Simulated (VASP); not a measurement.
# LiCl (Pm-3m) in VASP: single point with PBE

Aim: the single point of LiCl with PBE.

All numbers are computed with VASP 6.6.1; they aren't measurements. Logs are shortened: lines on timing, memory, paths and dates and some standing lists are left out, and cuts for length are marked.

**1. The cell of the first run**

It takes space group Pm-3m (No. 221, cubic). The conventional cell has a = 3.271 Å, b = 3.271 Å, c = 3.271 Å, α = 90.00°, β = 90.00°, γ = 90.00°. Within 3.7 Å of Li (site symmetry m-3m) lie 8 Cl at 2.83 Å and 6 Li at 3.27 Å. Within 3.7 Å of Cl (site symmetry m-3m) lie 8 Li at 2.83 Å and 6 Cl at 3.27 Å.

**2. Single point, PBE**

Contents of INCAR:

```
SYSTEM = LiCl
PREC = Accurate
ENCUT = 520
EDIFF = 1E-6
ISMEAR = 0
SIGMA = 0.01
LREAL = .False.
LASPH = .True.
NELM = 80
ALGO = Normal
ISIF = 2
LWAVE = .False.
LCHARG = .True.
GGA = PE
LELF = .True.
LVHAR = .True.
NBANDS = 12
```

Contents of KPOINTS:

```
regular mesh
0
Gamma
  6 6 6
  0 0 0
```

Contents of POSCAR:

```
LiCl
1.0
    3.2711235760      0.0000000000      0.0000000000
    0.0000000000      3.2711235760      0.0000000000
    0.0000000000      0.0000000000      3.2711235760
Li Cl
1 1
Direct
    0.0000000000      0.0000000000      0.0000000000
    0.5000000000      0.5000000000      0.5000000000
```

Potentials or basis: VASP PAW PBE potentials, release 64 (Li_sv, Cl).

Command:

```
> cat potpaw_PBE.64/Li_sv/POTCAR potpaw_PBE.64/Cl/POTCAR > POTCAR
> mpirun -np 1 vasp_std > vasp.out
```

OUTCAR:

```text
SYSTEM = LiCl
   PREC = Accurate
   ENCUT = 520
   EDIFF = 1E-6
   ISMEAR = 0
   LREAL = .False.
   LASPH = .True.
   NELM = 80
   ISIF = 2
   GGA = PE

 ion  position               nearest neighbor table
   1  0.000  0.000  0.000-
   2  0.500  0.500  0.500-

  LATTYP: Found a simple cubic cell.
 ALAT       =     3.2711235760

  Lattice vectors:

 A1 = (   3.2711235760,   0.0000000000,   0.0000000000)
 A2 = (   0.0000000000,   3.2711235760,   0.0000000000)
 A3 = (   0.0000000000,   0.0000000000,   3.2711235760)

Analysis of symmetry for initial positions (statically):
=====================================================================
 Subroutine PRICEL returns:
 Original cell was already a primitive cell.

 Routine SETGRP: Setting up the symmetry group for a
 simple cubic supercell.

 Subroutine GETGRP returns: Found 48 space group operations
 (whereof 48 operations were pure point group operations)
 out of a pool of 48 trial point group operations.

The static configuration has the point symmetry O_h .

Analysis of symmetry for dynamics (positions and initial velocities):
=====================================================================
 Subroutine PRICEL returns:
 Original cell was already a primitive cell.

 Routine SETGRP: Setting up the symmetry group for a
 simple cubic supercell.

 Subroutine GETGRP returns: Found 48 space group operations
 (whereof 48 operations were pure point group operations)
 out of a pool of 48 trial point group operations.

The dynamic configuration has the point symmetry O_h .

 Subroutine INISYM returns: Found 48 space group operations
 (whereof 48 operations are pure point group operations),
 and found     1 'primitive' translations

----------------------------------------------------------------------------------------

                                     Primitive cell

  volume of cell :      35.0018

  direct lattice vectors                    reciprocal lattice vectors
     3.271123576  0.000000000  0.000000000     0.305705357  0.000000000  0.000000000
     0.000000000  3.271123576  0.000000000     0.000000000  0.305705357  0.000000000
     0.000000000  0.000000000  3.271123576     0.000000000  0.000000000  0.305705357

  length of vectors
     3.271123576  3.271123576  3.271123576     0.305705357  0.305705357  0.305705357

  position of ions in fractional coordinates (direct lattice)
     0.000000000  0.000000000  0.000000000
     0.500000000  0.500000000  0.500000000

  ion indices of the primitive-cell ions
   primitive index   ion index
                 1           1
                 2           2

----------------------------------------------------------------------------------------

 KPOINTS: regular mesh

Automatic generation of k-mesh.
 Grid dimensions read from file:
 generate k-points for:    6    6    6

 Generating k-lattice:

  Cartesian coordinates                     Fractional coordinates (reciprocal lattice)
     0.050950893  0.000000000  0.000000000     0.166666667  0.000000000  0.000000000
     0.000000000  0.050950893  0.000000000     0.000000000  0.166666667  0.000000000
     0.000000000  0.000000000  0.050950893     0.000000000  0.000000000  0.166666667

  Length of vectors
     0.050950893  0.050950893  0.050950893

  Shift w.r.t. Gamma in fractional coordinates (k-lattice)
     0.000000000  0.000000000  0.000000000

 Subroutine IBZKPT returns following result:
 ===========================================

 Found     20 irreducible k-points:

 Following reciprocal coordinates:
            Coordinates               Weight
  0.000000  0.000000  0.000000      1.000000
  0.166667  0.000000  0.000000      6.000000
  0.333333  0.000000  0.000000      6.000000
  0.500000  0.000000  0.000000      3.000000
  0.166667  0.166667  0.000000     12.000000
  0.333333  0.166667  0.000000     24.000000
[... 12 lines left out ...]
  0.500000  0.500000  0.333333      6.000000
  0.500000  0.500000  0.500000      1.000000
   k-points           NKPTS =     20   k-points in BZ     NKDIM =     20   number of bands    NBANDS=     12
   number of dos      NEDOS =    301   number of ions     NIONS =      2
   total plane-waves  NPLWV =  13824
   dimension x,y,z NGX =    24 NGY =   24 NGZ =   24
   dimension x,y,z NGXF=    48 NGYF=   48 NGZF=   48
   ions per type =               1   1
   NGX,Y,Z   is equivalent  to a cutoff of  12.20, 12.20, 12.20 a.u.
   NGXF,Y,Z  is equivalent  to a cutoff of  24.39, 24.39, 24.39 a.u.
 SYSTEM =  LiCl
   PREC   = accura    normal or accurate (medium, high low for compatibility)
   ISTART =      0    job   : 0-new  1-cont  2-samecut
   ICHARG =      2    charge: 1-file 2-atom 10-const
   ISPIN  =      1    spin polarized calculation?
   LNONCOLLINEAR =      F non collinear calculations
   LSORBIT =      F    spin-orbit coupling
   LASPH  =      T    aspherical Exc in radial PAW
   ENCUT  =  520.0 eV  38.22 Ry    6.18 a.u.   6.08  6.08  6.08*2*pi/ulx,y,z
   NELM   =     80;   NELMIN=  2; NELMDL= -5     # of ELM steps
   EDIFF  = 0.1E-05   stopping-criterion for ELM
   LREAL  =      F    real-space projection
   EDIFFG = 0.1E-04   stopping-criterion for IOM
   NSW    =      0    number of steps for IOM
   IBRION =     -1    ionic relax: 0-MD 1-quasi-New 2-CG
   NFREE  =      0    steps in history (QN), initial steepest desc. (CG)
   ISIF   =      2    stress and relaxation
   ISYM   =      2    0-nonsym 1-usesym 2-fastsym
   POTIM  = 0.5000    time-step for ionic-motion
   TEBEG  =    0.0;   TEEND  =   0.0 temperature during run
   PSTRESS=    0.0 pullay stress
   NELECT =      10.0000    total number of electrons
   NUPDOWN=      -1.0000    fix difference up-down
   EMIN   =  10.00;   EMAX   =-10.00  energy-range for DOS
   EFERMI =   0.00;   METHOD = LEGACY
   ISMEAR =     0;   SIGMA  =   0.01  broadening in eV -4-tet -1-fermi 0-gaus
   EFERMI_NEDOS =   21; number of points for ismear=-14 and -15
   IALGO  =     38    algorithm
   IMIX   =      4    mixing-type and parameters
     AMIX     =   0.40;   BMIX     =  1.00
     AMIX_MAG =   1.60;   BMIX_MAG =  1.00
  volume/ion in A,a.u.               =      17.50       118.10
  Fermi-wavevector in a.u.,A,eV,Ry     =   1.078230  2.037558 15.817846  1.162579
  Thomas-Fermi vector in A             =   2.214163
   LORBIT       =      0    0 simple, 1 ext, 2 COOP (PROOUT), +10 PAW based schemes
   GGA     = PE    functional components
   LHFCALC =     F    Hartree Fock is set to
   AEXX    =    0.0000 exact exchange contribution
   IVDW    =     0    specifies the selected vdW correction
   LEPSILON=     F    determine dielectric tensor
   LRPA    =     F    only Hartree local field effects (RPA)
 non-spin polarized calculation
 Gauss-broadening in eV      SIGMA  =   0.01
  energy-cutoff  :      520.00
  volume of cell :       35.00
 maximum number of plane-waves:       968
   NGX = 13   NGY = 13   NGZ = 13

 number of electron      10.0000013 magnetization

 Free energy of the ion-electron system (eV)
  ---------------------------------------------------
  ext. energy  EPLUGINS =         0.00000000
  ---------------------------------------------------
  free energy    TOTEN  =        -6.82044230 eV

  energy without entropy =       -6.82044230  energy(sigma->0) =       -6.82044230

 E-fermi :   1.6455     XC(G=0):  -8.6160

 val. band max:        1.5525081536   @ k =   0.5000   0.5000   0.0000
 cond. band min:       5.9856106693   @ k =   0.0000   0.0000   0.0000
 fundamental gap:      4.4331025156
 Fermi energy:         1.6454730360

 k-point     1 :       0.0000    0.0000    0.0000
  band No.  band energies     occupation
      1     -43.7648      2.00000
      2     -12.6842      2.00000
      3       0.7360      2.00000
      4       0.7360      2.00000
      5       0.7360      2.00000
      6       5.9856      0.00000
      7      10.2433      0.00000
      8      10.2433      0.00000
      9      14.7594      0.00000
     10      14.7594      0.00000
     11      14.7594      0.00000
     12      18.5631      0.00000

 k-point     2 :       0.1667    0.0000    0.0000
  band No.  band energies     occupation
      1     -43.7641      2.00000
      2     -12.5664      2.00000
      3      -0.2761      2.00000
      4       0.8453      2.00000
      5       0.8453      2.00000
      6       6.5713      0.00000
      7      10.5644      0.00000
      8      10.8325      0.00000
      9      13.8022      0.00000
     10      13.8022      0.00000
     11      15.0186      0.00000
     12      18.7525      0.00000

 k-point     3 :       0.3333    0.0000    0.0000
  band No.  band energies     occupation
      1     -43.7628      2.00000
      2     -12.3110      2.00000
      3      -1.7713      2.00000
      4       1.0803      2.00000
      5       1.0803      2.00000
      6       7.1924      0.00000
      7      11.1785      0.00000
      8      11.4260      0.00000
      9      12.3703      0.00000
     10      12.3703      0.00000
     11      17.3603      0.00000
     12      17.5078      0.00000
[... 226 lines left out ...]
 k-point    19 :       0.5000    0.5000    0.3333
  band No.  band energies     occupation
      1     -43.7579      2.00000
      2     -11.3377      2.00000
      3      -1.1729      2.00000
      4      -1.1729      2.00000
      5      -0.3918      2.00000
      6       6.7493      0.00000
      7       7.5823      0.00000
      8       7.5823      0.00000
      9      13.8759      0.00000
     10      17.1264      0.00000
     11      19.0831      0.00000
     12      19.0831      0.00000

 k-point    20 :       0.5000    0.5000    0.5000
  band No.  band energies     occupation
      1     -43.7573      2.00000
      2     -11.2186      2.00000
      3      -0.9220      2.00000
      4      -0.9220      2.00000
      5      -0.9220      2.00000
      6       6.7384      0.00000
      7       6.7384      0.00000
      8       6.7384      0.00000
      9      13.5723      0.00000
     10      20.2008      0.00000
     11      20.2008      0.00000
     12      20.2008      0.00000

------------------------ aborting loop because EDIFF is reached ----------------------------------------

  FORCE on cell =-STRESS in cart. coord.  units (eV):
  Direction    XX          YY          ZZ          XY          YZ          ZX
  --------------------------------------------------------------------------------------
  -------------------------------------------------------------------------------------
  Total        0.0438680      0.0438680      0.0438680      0.0000000      0.0000000      0.0000000
  in kB        2.0080171      2.0080171      2.0080171      0.0000000      0.0000000      0.0000000
  external PRESSURE =       2.0080171 kB  Pullay stress =       0.0000000 kB

 VOLUME and BASIS-vectors are now :
 -----------------------------------------------------------------------------
  energy-cutoff  :      520.00
  volume of cell :       35.00
      direct lattice vectors                 reciprocal lattice vectors
     3.271123576  0.000000000  0.000000000     0.305705357  0.000000000  0.000000000
     0.000000000  3.271123576  0.000000000     0.000000000  0.305705357  0.000000000
     0.000000000  0.000000000  3.271123576     0.000000000  0.000000000  0.305705357

 POSITION                                       TOTAL-FORCE (eV/Angst)
 -----------------------------------------------------------------------------------
      0.00000      0.00000      0.00000         0.000000      0.000000      0.000000
      1.63556      1.63556      1.63556         0.000000      0.000000      0.000000
 -----------------------------------------------------------------------------------
    total drift:                                0.000000     -0.000000     -0.000000

  FREE ENERGIE OF THE ION-ELECTRON SYSTEM (eV)
  ---------------------------------------------------
  free  energy   TOTEN  =        -6.8204422962 eV

  energy  without entropy=       -6.8204422962  energy(sigma->0) =       -6.82044230
```

Run time: 3.7 s. Hardware: 1 thread of Intel Xeon 6975P-C, shared host; peak memory 0.13 GiB.

What came out:

```
Free energy            : -6.8204 eV
Band gap on the k mesh : 4.43 eV, indirect (least direct gap 5.22 eV)
```

Caveat: the cutoff is under 1.25 times the usual one of these potentials, so pressure, stress and relaxed cells hold a basis-set (Pulay) error.
